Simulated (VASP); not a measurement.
# Ge (Fd-3m) in VASP: single point with LDA

Aim: the single point of Ge with LDA.

All numbers are computed with VASP 6.6.1; they aren't measurements. Logs are shortened: lines on timing, memory, paths and dates and some standing lists are left out, and cuts for length are marked.

**1. The cell of the first run**

The structure is cubic, space group Fd-3m (No. 227). The conventional cell has a = 5.508 Å, b = 5.508 Å, c = 5.508 Å, α = 90.00°, β = 90.00°, γ = 90.00°. Within 3.2 Å of Ge (site symmetry -43m) lie 4 Ge at 2.39 Å.

**2. Single point, LDA (volume scaled by 0.94)**

INCAR

```
ALGO = Normal
EDIFF = 1E-7
ENCUT = 520
GGA = CA
ISIF = 2
ISMEAR = -1
LASPH = True
LCHARG = False
LREAL = False
LWAVE = False
NBANDS = 21
NELM = 60
PREC = Accurate
SIGMA = 0.1
```

KPOINTS

```
k-points
0
Gamma
  12 12 12
```

POSCAR

```
Ge
1.0
    0.0000000000      2.7539944541      2.7539944541
    2.7539944541      0.0000000000      2.7539944541
    2.7539944541      2.7539944541      0.0000000000
Ge
2
Direct
   -0.1250000000     -0.1250000000     -0.1250000000
    0.1250000000      0.1250000000      0.1250000000
```

Potentials or basis: VASP PAW LDA potentials, release 64 (Ge_d).

Command:

```
$ cat potpaw_LDA.64/Ge_d/POTCAR > POTCAR
$ mpirun -np 1 vasp_std > vasp.out
```

OUTCAR:

```text
EDIFF = 1E-7
   ENCUT = 520
   GGA = CA
   ISIF = 2
   ISMEAR = -1
   LASPH = True
   LREAL = False
   NELM = 60
   PREC = Accurate

 ion  position               nearest neighbor table
   1  0.875  0.875  0.875-   2 2.39   2 2.39   2 2.39   2 2.39
   2  0.125  0.125  0.125-   1 2.39   1 2.39   1 2.39   1 2.39

  LATTYP: Found a face centered cubic cell.
 ALAT       =     5.5079889082

  Lattice vectors:

 A1 = (   0.0000000000,   2.7539944541,   2.7539944541)
 A2 = (   2.7539944541,   0.0000000000,   2.7539944541)
 A3 = (   2.7539944541,   2.7539944541,   0.0000000000)

Analysis of symmetry for initial positions (statically):
=====================================================================
 Subroutine PRICEL returns:
 Original cell was already a primitive cell.

 Routine SETGRP: Setting up the symmetry group for a
 face centered cubic supercell.

 Subroutine GETGRP returns: Found 48 space group operations
 (whereof 12 operations were pure point group operations)
 out of a pool of 48 trial point group operations.

The static configuration has the point symmetry D_3d.
 The point group associated with its full space group is O_h .

Analysis of symmetry for dynamics (positions and initial velocities):
=====================================================================
 Subroutine PRICEL returns:
 Original cell was already a primitive cell.

 Routine SETGRP: Setting up the symmetry group for a
 face centered cubic supercell.

 Subroutine GETGRP returns: Found 48 space group operations
 (whereof 12 operations were pure point group operations)
 out of a pool of 48 trial point group operations.

The dynamic configuration has the point symmetry D_3d.
 The point group associated with its full space group is O_h .

 Subroutine INISYM returns: Found 48 space group operations
 (whereof 12 operations are pure point group operations),
 and found     1 'primitive' translations

----------------------------------------------------------------------------------------

                                     Primitive cell

  volume of cell :      41.7753

  direct lattice vectors                    reciprocal lattice vectors
     0.000000000  2.753994454  2.753994454    -0.181554469  0.181554469  0.181554469
[... 75 lines left out ...]
   NGXF,Y,Z  is equivalent  to a cutoff of  25.61, 25.61, 25.61 a.u.
 SYSTEM =  unknown system
   PREC   = accura    normal or accurate (medium, high low for compatibility)
   ISTART =      0    job   : 0-new  1-cont  2-samecut
   ICHARG =      2    charge: 1-file 2-atom 10-const
   ISPIN  =      1    spin polarized calculation?
   LNONCOLLINEAR =      F non collinear calculations
   LSORBIT =      F    spin-orbit coupling
   LASPH  =      T    aspherical Exc in radial PAW
   ENCUT  =  520.0 eV  38.22 Ry    6.18 a.u.   7.24  7.24  7.24*2*pi/ulx,y,z
   NELM   =     60;   NELMIN=  2; NELMDL= -5     # of ELM steps
   EDIFF  = 0.1E-06   stopping-criterion for ELM
   LREAL  =      F    real-space projection
   EDIFFG = 0.1E-05   stopping-criterion for IOM
   NSW    =      0    number of steps for IOM
   IBRION =     -1    ionic relax: 0-MD 1-quasi-New 2-CG
   NFREE  =      0    steps in history (QN), initial steepest desc. (CG)
   ISIF   =      2    stress and relaxation
   ISYM   =      2    0-nonsym 1-usesym 2-fastsym
   POTIM  = 0.5000    time-step for ionic-motion
   TEBEG  =    0.0;   TEEND  =   0.0 temperature during run
   PSTRESS=    0.0 pullay stress
   NELECT =      28.0000    total number of electrons
   NUPDOWN=      -1.0000    fix difference up-down
   EMIN   =  10.00;   EMAX   =-10.00  energy-range for DOS
   EFERMI =   0.00;   METHOD = LEGACY
   ISMEAR =    -1;   SIGMA  =   0.10  broadening in eV -4-tet -1-fermi 0-gaus
   EFERMI_NEDOS =   21; number of points for ismear=-14 and -15
   IALGO  =     38    algorithm
   IMIX   =      4    mixing-type and parameters
     AMIX     =   0.40;   BMIX     =  1.00
     AMIX_MAG =   1.60;   BMIX_MAG =  1.00
  volume/ion in A,a.u.               =      20.89       140.96
  Fermi-wavevector in a.u.,A,eV,Ry     =   1.432697  2.707405 27.927612  2.052622
  Thomas-Fermi vector in A             =   2.552296
   LORBIT       =      0    0 simple, 1 ext, 2 COOP (PROOUT), +10 PAW based schemes
   GGA     = CA    functional components
   LHFCALC =     F    Hartree Fock is set to
   AEXX    =    0.0000 exact exchange contribution
   IVDW    =     0    specifies the selected vdW correction
   LEPSILON=     F    determine dielectric tensor
   LRPA    =     F    only Hartree local field effects (RPA)
 non-spin polarized calculation
  energy-cutoff  :      520.00
  volume of cell :       41.78
 maximum number of plane-waves:      1158
 NGX is ok and might be reduce to    30
   NGX = 15   NGY = 15   NGZ = 15

 number of electron      28.0000021 magnetization

 Free energy of the ion-electron system (eV)
  ---------------------------------------------------
  ext. energy  EPLUGINS =         0.00000000
  ---------------------------------------------------
  free energy    TOTEN  =       -10.34860044 eV

  energy without entropy =      -10.34670934  energy(sigma->0) =      -10.34765489

 E-fermi :   5.6623     XC(G=0): -10.6742

 val. band max:        5.5428884966   @ k =   0.0000   0.0000   0.0000
 cond. band min:       5.8685194774   @ k =   0.5000   0.0000   0.0000
 fundamental gap:      0.3256309808
 Fermi energy:         5.6622500315

 k-point     1 :       0.0000    0.0000    0.0000
  band No.  band energies     occupation
      1     -19.5293      2.00000
      2     -19.5293      2.00000
      3     -19.5293      2.00000
      4     -19.4859      2.00000
      5     -19.4859      2.00000
      6     -19.2274      2.00000
[... 565 lines left out ...]
     20      15.4963      0.00000
     21      16.1424      0.00000

 [... further k-points ...]
[... 5 lines left out ...]
  --------------------------------------------------------------------------------------
  -------------------------------------------------------------------------------------
  Total        1.3806642      1.3806642      1.3806642     -0.0000000      0.0000000     -0.0000000
  in kB       52.9516447     52.9516447     52.9516447     -0.0000000      0.0000000     -0.0000000
  external PRESSURE =      52.9516447 kB  Pullay stress =       0.0000000 kB

 VOLUME and BASIS-vectors are now :
 -----------------------------------------------------------------------------
  energy-cutoff  :      520.00
  volume of cell :       41.78
      direct lattice vectors                 reciprocal lattice vectors
     0.000000000  2.753994454  2.753994454    -0.181554469  0.181554469  0.181554469
     2.753994454  0.000000000  2.753994454     0.181554469 -0.181554469  0.181554469
     2.753994454  2.753994454  0.000000000     0.181554469  0.181554469 -0.181554469

 POSITION                                       TOTAL-FORCE (eV/Angst)
 -----------------------------------------------------------------------------------
      4.81949      4.81949      4.81949         0.000000      0.000000      0.000000
      0.68850      0.68850      0.68850        -0.000000     -0.000000     -0.000000
 -----------------------------------------------------------------------------------
    total drift:                               -0.000000      0.000000      0.000000

  FREE ENERGIE OF THE ION-ELECTRON SYSTEM (eV)
  ---------------------------------------------------
  free  energy   TOTEN  =       -10.3486004406 eV

  energy  without entropy=      -10.3467093397  energy(sigma->0) =      -10.34765489
```

stdout:

```text
POSCAR found type information on POSCAR Ge
 POSCAR found :  1 types and       2 ions
 scaLAPACK will be used
 LDA part: xc-table for (Slater(with rela. corr.)+CA(PZ))
 , standard interpolation
 POSCAR, INCAR and KPOINTS ok, starting setup
 FFT: planning ... GRIDC
 FFT: planning ... GRID_SOFT
 FFT: planning ... GRID
 WAVECAR not read
 entering main loop
```

Run time: 30 s. Hardware: 1 thread of Intel Xeon 6975P-C (Granite Rapids), shared host; peak memory 0.17 GiB.

Results:

```yaml
Free_energy: -10.3486 eV
Pressure: 5.3 GPa
Band_gap_on_the_k_mesh: 0.33 eV, indirect (least direct gap 0.61 eV)
```
